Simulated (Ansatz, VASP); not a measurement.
MgS in VASP and in Ansatz

File POSCAR:

```
MgS
1.0
    0.0000000000      2.9441119149      2.9441119149
    2.9441119149      0.0000000000      2.9441119149
    2.9441119149      2.9441119149      0.0000000000
Mg S
1 1
Direct
    0.0000000000      0.0000000000      0.0000000000
    0.2500000000      0.2500000000      0.2500000000
```

The input INCAR.step1:

```
PREC = Accurate ; ENCUT = 520
EDIFF = 1E-5 ; ISMEAR = 0
SIGMA = 0.01 ; LREAL = False
LASPH = True ; NELM = 100
ALGO = Normal ; ISIF = 2
LWAVE = True ; LCHARG = False
NBANDS = 11 ; GGA = PE
```

File INCAR.step2:

```
PREC = Accurate ; ENCUT = 520
EDIFF = 1E-6 ; ISMEAR = 0
SIGMA = 0.01 ; LREAL = False
LASPH = True ; NELM = 100
ALGO = Normal ; ISIF = 2
LWAVE = False ; LCHARG = False
GGA = PE ; LHFCALC = True
HFSCREEN = 0.2079 ; PRECFOCK = Normal
NBANDS = 11 ; ISTART = 1
```

Contents of KPOINTS:

```
Automatic mesh
0
Gamma
  6 6 6
```

Input for Ansatz:

```yaml
crystal:
  lattice:
    - [0.0, 2.9441119149, 2.9441119149]
    - [2.9441119149, 0.0, 2.9441119149]
    - [2.9441119149, 2.9441119149, 0.0]
  atoms:
    - { symbol: Mg, position: [0.0, 0.0, 0.0] }
    - { symbol: S, position: [0.25, 0.25, 0.25] }
kpoints:
  mp_grid: { grid: [6, 6, 6] }
  band_path:
    path:
      - [0.0, 0.0, 0.0]
      - [-0.5, -0.5, 0.0]
      - [-0.375, -0.375, 0.25]
      - [-0.375, 0.0, 0.375]
      - [0.0, 0.0, 0.5]
      - [-0.5, -0.25, 0.25]
    npoints: 1
hamiltonian:
  xc: hse06
scf:
  occupations: { method: fixed }
  n_extra_bands: 4
output:
  forces: true
  stress: true
  eigenvalues: true
```

Change from the starting cell: hydrostatic strain +4.0%.

Alike in both runs: task single point; functional HSE06; k mesh 6 × 6 × 6; no spin polarisation.

```csv
,VASP,Ansatz
version,VASP 6.6.1,Ansatz 0.2.0
potentials or method,"VASP PAW PBE potentials, release 64 (Mg, S)","plane waves, PAW"
plane-wave cutoff (eV),520,420
occupations,"gaussian, width 0.01 eV",fixed
valence electrons in the cell,8,16
```

```tsv
	VASP	Ansatz	Ansatz less VASP
gap on the k mesh at the Fermi level (eV)	3.91	3.93	+0.019
pressure (GPa)	-5.7	-5.5	+0.16
```

VASP's potentials hold 8 valence electrons a cell and Ansatz's 16, so a difference there can come from the potentials and not from the codes. Ansatz's warnings: stress exchange threshold loose, stress scf threshold loose.
